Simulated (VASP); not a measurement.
# AlNi (CsCl type) (Pm-3m) in VASP: notebook

Runs on AlNi (CsCl type). Level: PBE. Tasks: single point, relaxation of cell and atoms.

Program: VASP 6.6.1. These are calculated values, not measurements. Logs are shortened: lines on timing, memory, paths and dates and some standing lists are left out, and cuts for length are marked.

**1. The cell of the first run**

It takes space group Pm-3m (No. 221, cubic). Conventional cell: a = 2.843 Å, b = 2.843 Å, c = 2.843 Å, α = 90.00°, β = 90.00°, γ = 90.00°. Ni (site symmetry m-3m) has 8 Al at 2.46 Å and 6 Ni at 2.84 Å within 3.3 Å. Within 3.3 Å of Al (site symmetry m-3m) lie 8 Ni at 2.46 Å and 6 Al at 2.84 Å.

**2. Single point, PBE**

INCAR reads:

```
ALGO = Normal ; EDIFF = 1E-7
ENCUT = 520 ; GGA = PE
ISIF = 2 ; ISMEAR = -1
LASPH = T ; LCHARG = F
LREAL = F ; LWAVE = F
NBANDS = 14 ; NELM = 80
PREC = Accurate ; SIGMA = 0.05
```

KPOINTS reads:

```
k-points
0
Gamma
  14 14 14
```

POSCAR reads:

```
AlNi
1.0
    2.8434210143      0.0000000000      0.0000000000
    0.0000000000      2.8434210143      0.0000000000
    0.0000000000      0.0000000000      2.8434210143
Ni Al
1 1
Direct
    0.0000000000      0.0000000000      0.0000000000
    0.5000000000      0.5000000000      0.5000000000
```

Potentials or basis: VASP PAW PBE potentials, release 64 (Ni, Al).

Command:

```sh
> cat potpaw_PBE.64/Ni/POTCAR potpaw_PBE.64/Al/POTCAR > POTCAR
> mpirun -np 1 vasp_std > vasp.out
```

OUTCAR:

```text
EDIFF = 1E-7
   ENCUT = 520
   GGA = PE
   ISIF = 2
   ISMEAR = -1
   LASPH = T
   LREAL = F
   NELM = 80
   PREC = Accurate

 ion  position               nearest neighbor table
   1  0.000  0.000  0.000-   2 2.46   2 2.46   2 2.46   2 2.46   2 2.46   2 2.46   2 2.46   2 2.46

   2  0.500  0.500  0.500-   1 2.46   1 2.46   1 2.46   1 2.46   1 2.46   1 2.46   1 2.46   1 2.46

  LATTYP: Found a simple cubic cell.
 ALAT       =     2.8434210143

  Lattice vectors:

 A1 = (   2.8434210143,   0.0000000000,   0.0000000000)
 A2 = (   0.0000000000,   2.8434210143,   0.0000000000)
 A3 = (   0.0000000000,   0.0000000000,   2.8434210143)

Analysis of symmetry for initial positions (statically):
=====================================================================
 Subroutine PRICEL returns:
 Original cell was already a primitive cell.

 Routine SETGRP: Setting up the symmetry group for a
 simple cubic supercell.

 Subroutine GETGRP returns: Found 48 space group operations
 (whereof 48 operations were pure point group operations)
 out of a pool of 48 trial point group operations.

The static configuration has the point symmetry O_h .

Analysis of symmetry for dynamics (positions and initial velocities):
=====================================================================
 Subroutine PRICEL returns:
 Original cell was already a primitive cell.

 Routine SETGRP: Setting up the symmetry group for a
 simple cubic supercell.

 Subroutine GETGRP returns: Found 48 space group operations
 (whereof 48 operations were pure point group operations)
 out of a pool of 48 trial point group operations.

The dynamic configuration has the point symmetry O_h .

 Subroutine INISYM returns: Found 48 space group operations
 (whereof 48 operations are pure point group operations),
 and found     1 'primitive' translations

----------------------------------------------------------------------------------------

                                     Primitive cell

  volume of cell :      22.9892

  direct lattice vectors                    reciprocal lattice vectors
     2.843421014  0.000000000  0.000000000     0.351689038  0.000000000  0.000000000
     0.000000000  2.843421014  0.000000000     0.000000000  0.351689038  0.000000000
     0.000000000  0.000000000  2.843421014     0.000000000  0.000000000  0.351689038

  length of vectors
     2.843421014  2.843421014  2.843421014     0.351689038  0.351689038  0.351689038

  position of ions in fractional coordinates (direct lattice)
     0.000000000  0.000000000  0.000000000
     0.500000000  0.500000000  0.500000000

  ion indices of the primitive-cell ions
   primitive index   ion index
                 1           1
                 2           2

----------------------------------------------------------------------------------------

 KPOINTS: k-points

Automatic generation of k-mesh.
 Grid dimensions read from file:
 generate k-points for:   14   14   14

 Generating k-lattice:

  Cartesian coordinates                     Fractional coordinates (reciprocal lattice)
     0.025120646  0.000000000  0.000000000     0.071428571  0.000000000  0.000000000
     0.000000000  0.025120646  0.000000000     0.000000000  0.071428571  0.000000000
     0.000000000  0.000000000  0.025120646     0.000000000  0.000000000  0.071428571

  Length of vectors
     0.025120646  0.025120646  0.025120646

  Shift w.r.t. Gamma in fractional coordinates (k-lattice)
     0.000000000  0.000000000  0.000000000

 Subroutine IBZKPT returns following result:
 ===========================================

 Found    120 irreducible k-points:

 Following reciprocal coordinates:
            Coordinates               Weight
  0.000000  0.000000  0.000000      1.000000
  0.071429  0.000000  0.000000      6.000000
  0.142857  0.000000  0.000000      6.000000
  0.214286  0.000000  0.000000      6.000000
  0.285714  0.000000  0.000000      6.000000
  0.357143  0.000000  0.000000      6.000000
[... 16 lines left out ...]
  0.285714  0.214286  0.000000     24.000000
  0.357143  0.214286  0.000000     24.000000
 [... further k-points ...]
   k-points           NKPTS =    120   k-points in BZ     NKDIM =    120   number of bands    NBANDS=     14
   number of dos      NEDOS =    301   number of ions     NIONS =      2
   total plane-waves  NPLWV =  13824
   dimension x,y,z NGX =    24 NGY =   24 NGZ =   24
   dimension x,y,z NGXF=    48 NGYF=   48 NGZF=   48
   ions per type =               1   1
   NGX,Y,Z   is equivalent  to a cutoff of  14.03, 14.03, 14.03 a.u.
   NGXF,Y,Z  is equivalent  to a cutoff of  28.06, 28.06, 28.06 a.u.
 SYSTEM =  unknown system
   PREC   = accura    normal or accurate (medium, high low for compatibility)
   ISTART =      0    job   : 0-new  1-cont  2-samecut
   ICHARG =      2    charge: 1-file 2-atom 10-const
   ISPIN  =      1    spin polarized calculation?
   LNONCOLLINEAR =      F non collinear calculations
   LSORBIT =      F    spin-orbit coupling
   LASPH  =      T    aspherical Exc in radial PAW
   ENCUT  =  520.0 eV  38.22 Ry    6.18 a.u.   5.29  5.29  5.29*2*pi/ulx,y,z
   NELM   =     80;   NELMIN=  2; NELMDL= -5     # of ELM steps
   EDIFF  = 0.1E-06   stopping-criterion for ELM
   LREAL  =      F    real-space projection
   EDIFFG = 0.1E-05   stopping-criterion for IOM
   NSW    =      0    number of steps for IOM
   IBRION =     -1    ionic relax: 0-MD 1-quasi-New 2-CG
   NFREE  =      0    steps in history (QN), initial steepest desc. (CG)
   ISIF   =      2    stress and relaxation
   ISYM   =      2    0-nonsym 1-usesym 2-fastsym
   POTIM  = 0.5000    time-step for ionic-motion
   TEBEG  =    0.0;   TEEND  =   0.0 temperature during run
   PSTRESS=    0.0 pullay stress
   NELECT =      13.0000    total number of electrons
   NUPDOWN=      -1.0000    fix difference up-down
   EMIN   =  10.00;   EMAX   =-10.00  energy-range for DOS
   EFERMI =   0.00;   METHOD = LEGACY
   ISMEAR =    -1;   SIGMA  =   0.05  broadening in eV -4-tet -1-fermi 0-gaus
   EFERMI_NEDOS =   21; number of points for ismear=-14 and -15
   IALGO  =     38    algorithm
   IMIX   =      4    mixing-type and parameters
     AMIX     =   0.40;   BMIX     =  1.00
     AMIX_MAG =   1.60;   BMIX_MAG =  1.00
  volume/ion in A,a.u.               =      11.49        77.57
  Fermi-wavevector in a.u.,A,eV,Ry     =   1.353780  2.558273 24.935676  1.832720
  Thomas-Fermi vector in A             =   2.481007
   LORBIT       =      0    0 simple, 1 ext, 2 COOP (PROOUT), +10 PAW based schemes
   GGA     = PE    functional components
   LHFCALC =     F    Hartree Fock is set to
   AEXX    =    0.0000 exact exchange contribution
   IVDW    =     0    specifies the selected vdW correction
   LEPSILON=     F    determine dielectric tensor
   LRPA    =     F    only Hartree local field effects (RPA)
 non-spin polarized calculation
  energy-cutoff  :      520.00
  volume of cell :       22.99
 maximum number of plane-waves:       639
 NGX is ok and might be reduce to    24
   NGX = 11   NGY = 11   NGZ = 11

 number of electron      13.0000000 magnetization

 Free energy of the ion-electron system (eV)
  ---------------------------------------------------
  ext. energy  EPLUGINS =         0.00000000
  ---------------------------------------------------
  free energy    TOTEN  =       -10.50705910 eV

  energy without entropy =      -10.49921249  energy(sigma->0) =      -10.50313580

 E-fermi :  10.5285     XC(G=0): -12.2389

 val. band max:       10.5207651443   @ k =   0.3571   0.2143   0.0714
 cond. band min:      10.5311967414   @ k =   0.3571   0.1429   0.1429
 fundamental gap:      0.0104315971
 Fermi energy:        10.5285413901

 k-point     1 :       0.0000    0.0000    0.0000
  band No.  band energies     occupation
      1      -0.8730      2.00000
      2       7.1356      2.00000
      3       7.1356      2.00000
      4       8.9313      2.00000
      5       8.9313      2.00000
      6       8.9313      2.00000
      7      16.2261      0.00000
      8      16.2261      0.00000
      9      16.2261      0.00000
     10      18.8093      0.00000
     11      18.8093      0.00000
     12      25.0184      0.00000
     13      31.9478      0.00000
     14      31.9478      0.00000

 k-point     2 :       0.0714    0.0000    0.0000
  band No.  band energies     occupation
      1      -0.7763      2.00000
      2       7.1293      2.00000
      3       7.1591      2.00000
      4       8.8883      2.00000
      5       8.8883      2.00000
      6       8.9359      2.00000
      7      15.2156      0.00000
      8      16.3539      0.00000
      9      16.3539      0.00000
     10      18.8120      0.00000
     11      19.7318      0.00000
     12      25.3458      0.00000
     13      30.8620      0.00000
     14      30.8620      0.00000

 k-point     3 :       0.1429    0.0000    0.0000
  band No.  band energies     occupation
      1      -0.4878      2.00000
      2       7.0860      2.00000
      3       7.2257      2.00000
      4       8.7723      2.00000
      5       8.7723      2.00000
      6       8.9489      2.00000
      7      13.5814      0.00000
      8      16.7249      0.00000
      9      16.7249      0.00000
     10      18.8199      0.00000
     11      21.0615      0.00000
     12      26.3828      0.00000
     13      29.1001      0.00000
     14      29.1001      0.00000
[... 324 lines left out ...]
 k-point    23 :       0.2857    0.2143    0.0000
  band No.  band energies     occupation
      1       1.4549      2.00000
      2       6.8197      2.00000
      3       7.3672      2.00000
      4       8.1588      2.00000
      5       8.5017      2.00000
      6       8.7076      2.00000
      7      11.2840      0.00000
      8      13.7925      0.00000
      9      19.0846      0.00000
     10      19.6165      0.00000
     11      22.4600      0.00000
     12      26.2540      0.00000
     13      26.7477      0.00000
     14      28.3215      0.00000

 k-point    24 :       0.3571    0.2143    0.0000
  band No.  band energies     occupation
      1       2.2411      2.00000
      2       6.1454      2.00000
      3       7.5455      2.00000
      4       8.1113      2.00000
      5       8.3743      2.00000
      6       8.7286      2.00000
      7      10.4551      1.62596
      8      14.4311      0.00000
      9      18.5521      0.00000
     10      19.9707      0.00000
     11      22.4130      0.00000
     12      24.7649      0.00000
     13      27.0378      0.00000
     14      28.5985      0.00000

 [... further k-points ...]
[... 5 lines left out ...]
  --------------------------------------------------------------------------------------
  -------------------------------------------------------------------------------------
  Total        1.3296789      1.3296789      1.3296789      0.0000000     -0.0000000      0.0000000
  in kB       92.6688686     92.6688686     92.6688686      0.0000000     -0.0000000      0.0000000
  external PRESSURE =      92.6688686 kB  Pullay stress =       0.0000000 kB

 VOLUME and BASIS-vectors are now :
 -----------------------------------------------------------------------------
  energy-cutoff  :      520.00
  volume of cell :       22.99
      direct lattice vectors                 reciprocal lattice vectors
     2.843421014  0.000000000  0.000000000     0.351689038  0.000000000  0.000000000
     0.000000000  2.843421014  0.000000000     0.000000000  0.351689038  0.000000000
     0.000000000  0.000000000  2.843421014     0.000000000  0.000000000  0.351689038

 POSITION                                       TOTAL-FORCE (eV/Angst)
 -----------------------------------------------------------------------------------
      0.00000      0.00000      0.00000         0.000000      0.000000      0.000000
      1.42171      1.42171      1.42171         0.000000      0.000000      0.000000
 -----------------------------------------------------------------------------------
    total drift:                                0.000000      0.000000      0.000000

  FREE ENERGIE OF THE ION-ELECTRON SYSTEM (eV)
  ---------------------------------------------------
  free  energy   TOTEN  =       -10.5070590959 eV

  energy  without entropy=      -10.4992124949  energy(sigma->0) =      -10.50313580
```

Run time: 12 s. Hardware: 1 thread of Intel Xeon 6975P-C (Granite Rapids), shared host; peak memory 0.16 GiB.

What came out:

```
Free energy : -10.5071 eV
Pressure    : 9.3 GPa
```

Levels at points of the mesh, in eV from the Fermi level:
| k point | band 4 | band 5 | band 6 | band 7 | band 8 | band 9 | band 10 | band 11 |
| --- | --- | --- | --- | --- | --- | --- | --- | --- |
| (0.00, 0.00, 0.00) | -1.60 | -1.60 | -1.60 | 5.70 | 5.70 | 5.70 | 8.28 | 8.28 |
| (0.50, 0.00, 0.00) | -2.34 | -2.34 | -1.50 | -0.64 | 8.35 | 10.24 | 10.24 | 11.31 |
| (0.50, 0.50, 0.00) | -2.97 | -2.16 | -2.16 | -1.04 | 1.58 | 2.69 | 12.75 | 15.48 |
| (0.50, 0.50, 0.50) | -1.01 | -1.01 | 2.00 | 2.00 | 2.00 | 4.07 | 4.64 | 4.64 |

Spin polarisation is off, so any magnetic state and its effect on volume and gap are missing.

(Continued in part 2 of 2.)
